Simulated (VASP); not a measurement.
# Si16O (a cell with a defect) in VASP: notebook, part 2 of 2

VASP 6.6.1.

**3. Single point, r2SCAN, collinear spin, zero start**

Input file POSCAR:

```
Si16O
1.0
    0.0000000000      5.4300000000      5.4300000000
    5.4300000000      0.0000000000      5.4300000000
    5.4300000000      5.4300000000      0.0000000000
Si O
16 1
Direct
   -0.0048992634      0.0090889503      0.0007197053
    0.1333145488      0.1218125230      0.1229176796
    0.0506111418     -0.0214372928      0.4925023020
    0.1071891344      0.1544255985      0.6311790055
   -0.0052309392      0.4949780847      0.0014569061
    0.1346353591      0.6348998158      0.0958283610
    0.0099585635      0.5109049724      0.4691808471
    0.1071178637      0.6075101289      0.6318364641
    0.5096948435      0.0096902394     -0.0290462247
    0.6219614180      0.1218172192      0.1229365562
    0.4783303867     -0.0214283610      0.4925198895
    0.6336198895      0.1338815838      0.5988773481
    0.5087913444      0.4949878453      0.0014624309
    0.6215754144      0.6333717311      0.1234895948
    0.4782654696      0.5503835175      0.4930982505
    0.6535368324      0.6075097606      0.6318388582
    0.3317480663      0.8325532228      0.5039839779
```

Input file INCAR.step1:

```
ALGO = Normal ; EDIFF = 1E-4
ENCUT = 520 ; GGA = PE
ISMEAR = 0 ; ISPIN = 2
LASPH = True ; LCHARG = False
LREAL = Auto ; LWAVE = True
MAGMOM = 0 0 0 0 0 0 0 0 0 0 0 0 0 0 0 0 0 ; NBANDS = 53
NELM = 150 ; PREC = Accurate
SIGMA = 0.05
```

Input file INCAR.step2:

```
ALGO = Normal ; EDIFF = 1E-6
ENCUT = 520 ; ISIF = 2
ISMEAR = 0 ; ISPIN = 2
ISTART = 1 ; LASPH = True
LCHARG = True ; LELF = True
LMIXTAU = True ; LORBIT = 11
LREAL = Auto ; LVHAR = True
LWAVE = False ; MAGMOM = 0 0 0 0 0 0 0 0 0 0 0 0 0 0 0 0 0
METAGGA = R2SCAN ; NBANDS = 53
NELM = 150 ; PREC = Accurate
SIGMA = 0.05
```

Input file KPOINTS:

```
k-points
0
Gamma
  2 2 2
```

Potentials or basis: VASP PAW PBE potentials, release 64 (Si, O).

Started as:

```console
$ cat potpaw_PBE.64/Si/POTCAR potpaw_PBE.64/O/POTCAR > POTCAR
$ cp INCAR.step1 INCAR
$ mpirun -np 1 vasp_std > vasp.out
$ cp INCAR.step2 INCAR
$ mpirun -np 1 vasp_std > vasp.out
```

OUTCAR:

```text
EDIFF = 1E-6
   ENCUT = 520
   ISIF = 2
   ISMEAR = 0
   ISPIN = 2
   ISTART = 1
   LASPH = True
   LORBIT = 11
   LREAL = Auto
   METAGGA = R2SCAN
   NELM = 150
   PREC = Accurate

 ion  position               nearest neighbor table
   1  0.995  0.009  0.001-   4 2.32   2 2.34  10 2.34   6 2.35
   2  0.133  0.122  0.123-   3 2.33   1 2.34   5 2.34   9 2.37
   3  0.051  0.979  0.493-  17 1.90   2 2.33   8 2.37   4 2.37  12 2.62
   4  0.107  0.154  0.631-   7 2.25   1 2.32   3 2.37  11 2.37  17 2.55
   5  0.995  0.495  0.001-   8 2.32   2 2.34  14 2.34   6 2.35
   6  0.135  0.635  0.096-   7 2.34   1 2.35  13 2.35   5 2.35
   7  0.010  0.511  0.469-   4 2.25   8 2.25  16 2.25   6 2.34
   8  0.107  0.608  0.632-   7 2.25   5 2.32   3 2.37  15 2.37  17 2.55
   9  0.510  0.010  0.971-  12 2.33  14 2.37  10 2.37   2 2.37
  10  0.622  0.122  0.123-  11 2.33   1 2.34  13 2.34   9 2.37
  11  0.478  0.979  0.493-  17 1.90  10 2.33  16 2.37   4 2.37  12 2.62
  12  0.634  0.134  0.599-   9 2.33  15 2.62  11 2.62   3 2.62
  13  0.509  0.495  0.001-  16 2.32  10 2.34  14 2.34   6 2.35
  14  0.622  0.633  0.123-  15 2.33   5 2.34  13 2.34   9 2.37
  15  0.478  0.550  0.493-  17 1.90  14 2.33  16 2.37   8 2.37  12 2.62
  16  0.654  0.608  0.632-   7 2.25  13 2.32  15 2.37  11 2.37  17 2.55
  17  0.332  0.833  0.504-  11 1.90   3 1.90  15 1.90   4 2.55  16 2.55   8 2.55

  LATTYP: Found a face centered cubic cell.
 ALAT       =    10.8600000000

  Lattice vectors:

 A1 = (   0.0000000000,   5.4300000000,   5.4300000000)
 A2 = (   5.4300000000,   0.0000000000,   5.4300000000)
 A3 = (   5.4300000000,   5.4300000000,   0.0000000000)

Analysis of symmetry for initial positions (statically):
=====================================================================
 Subroutine PRICEL returns:
 Original cell was already a primitive cell.

 Routine SETGRP: Setting up the symmetry group for a
 face centered cubic supercell.

 Subroutine GETGRP returns: Found  1 space group operations
 (whereof  1 operations were pure point group operations)
 out of a pool of 48 trial point group operations.
[... 602 lines left out ...]

 spin component 2

 k-point     1 :       0.0000    0.0000    0.0000
  band No.  band energies     occupation
      1     -15.6038      1.00000
      2      -6.3903      1.00000
      3      -4.8360      1.00000
      4      -4.8328      1.00000
      5      -4.3386      1.00000
      6      -3.6629      1.00000
[... 389 lines left out ...]
     46      10.5941      0.00000
     47      10.6697      0.00000
 [bands above 47 left out]

------------------------ aborting loop because EDIFF is reached ----------------------------------------

  FORCE on cell =-STRESS in cart. coord.  units (eV):
  Direction    XX          YY          ZZ          XY          YZ          ZX
  --------------------------------------------------------------------------------------
  -------------------------------------------------------------------------------------
  Total        4.9120373      4.9103922      4.9094585      0.3637280     -0.3806749     -0.3630970
  in kB       24.5777859     24.5695544     24.5648824      1.8199430     -1.9047383     -1.8167858
  external PRESSURE =      24.5707409 kB  Pullay stress =       0.0000000 kB

 VOLUME and BASIS-vectors are now :
 -----------------------------------------------------------------------------
  energy-cutoff  :      520.00
  volume of cell :      320.21
      direct lattice vectors                 reciprocal lattice vectors
     0.000000000  5.430000000  5.430000000    -0.092081031  0.092081031  0.092081031
     5.430000000  0.000000000  5.430000000     0.092081031 -0.092081031  0.092081031
     5.430000000  5.430000000  0.000000000     0.092081031  0.092081031 -0.092081031

 POSITION                                       TOTAL-FORCE (eV/Angst)
 -----------------------------------------------------------------------------------
      0.05326      5.40730      5.45275        -0.001527     -0.004223      0.003888
      1.32889      1.39134      1.38534         0.003879      0.003054      0.001341
      7.98788      2.94911      5.58841         0.017512     -0.036731     -0.010357
      4.26583      4.00934      1.42057        -0.005329      0.003285     -0.002478
      2.69564      5.40951      8.08933        -0.006103     -0.007890      0.006476
      3.96785      1.25142      4.17858         0.001015      0.002189     -0.002203
[... 9 lines left out ...]
      6.72966      6.97959      6.84748         0.001842      0.000905      0.000625
      7.25740      4.53803      6.32216        -0.013893      0.005699     -0.006998
 -----------------------------------------------------------------------------------
    total drift:                               -0.005789     -0.004710      0.004647

  FREE ENERGIE OF THE ION-ELECTRON SYSTEM (eV)
  ---------------------------------------------------
  free  energy   TOTEN  =      -144.9923318077 eV

  energy  without entropy=     -144.9923245112  energy(sigma->0) =     -144.99232816

 total charge

# of ion       s       p       d       tot
------------------------------------------
    1        0.735   0.984   0.000   1.719
    2        0.740   0.981   0.000   1.721
    3        0.729   0.901   0.000   1.630
    4        0.764   0.969   0.000   1.733
    5        0.735   0.984   0.000   1.719
    6        0.737   0.974   0.000   1.711
[... 9 lines left out ...]
   16        0.764   0.969   0.000   1.733
   17        1.601   3.481   0.000   5.082
--------------------------------------------------
tot         13.538  18.781   0.000  32.319

 magnetization (x)

# of ion       s       p       d       tot
------------------------------------------
    1       -0.000  -0.000   0.000  -0.000
    2       -0.000  -0.000   0.000  -0.000
    3        0.000   0.000   0.000   0.000
    4       -0.000  -0.000   0.000  -0.000
    5        0.000   0.000   0.000   0.000
    6        0.000  -0.000   0.000  -0.000
[... 9 lines left out ...]
   16       -0.000  -0.000   0.000  -0.000
   17       -0.000  -0.000   0.000  -0.000
--------------------------------------------------
tot         -0.000  -0.000   0.000  -0.000
```

OUTCAR.step1:

```text
EDIFF = 1E-4
   ENCUT = 520
   GGA = PE
   ISMEAR = 0
[... 1076 lines left out ...]
      2.69564      5.40951      8.08933         0.003886      0.002230     -0.025095
      3.96785      1.25142      4.17858        -0.024370     -0.023099      0.023058
[... 9 lines left out ...]
      6.72966      6.97959      6.84748         0.012284      0.035421     -0.009894
      7.25740      4.53803      6.32216        -0.002542      0.020024     -0.021071
 -----------------------------------------------------------------------------------
    total drift:                               -0.006894     -0.005390      0.005570

  FREE ENERGIE OF THE ION-ELECTRON SYSTEM (eV)
  ---------------------------------------------------
  free  energy   TOTEN  =       -90.4803904576 eV

  energy  without entropy=      -90.4801959306  energy(sigma->0) =      -90.48029319
```

Wall time 34 min (1 thread of Oxide Virtual Turin-like, shared host); peak memory 0.77 GiB.

Results:

```
Free energy                                           : -144.9923 eV
Pressure                                              : 2.5 GPa
Largest force                                         : 0.042 eV/Å
Band gap on the k mesh                                : zero (filled and empty bands overlap)
Net moment                                            : 0.00 μB per cell
Valence electrons inside the program's atomic spheres : Si 1.72, 1.63, 1.73, 1.71, 1.79, 1.62 (each value once); O 5.08
```

Forces in eV/Å, atoms in the order of the input:
```
Si  -0.002 -0.004  0.004
Si   0.004  0.003  0.001
Si   0.018 -0.037 -0.010
Si  -0.005  0.003 -0.002
Si  -0.006 -0.008  0.006
Si   0.001  0.002 -0.002
Si  -0.002  0.000 -0.001
Si   0.002  0.000  0.000
Si   0.011  0.007 -0.008
Si   0.004 -0.001 -0.002
Si   0.017  0.010  0.037
Si   0.011  0.020 -0.019
Si  -0.007 -0.006  0.008
Si  -0.005 -0.001  0.000
Si  -0.029  0.005 -0.006
Si   0.002  0.001  0.001
O   -0.014  0.006 -0.007
```

Stress tensor (GPa, compression positive):
```
 2.46  0.18 -0.18
 0.18  2.46 -0.19
-0.18 -0.19  2.46
```

Caveat: the k points lie up to 0.50 Å⁻¹ apart; the PAW data sets were made with another functional, which shifts forces and pressure a little.
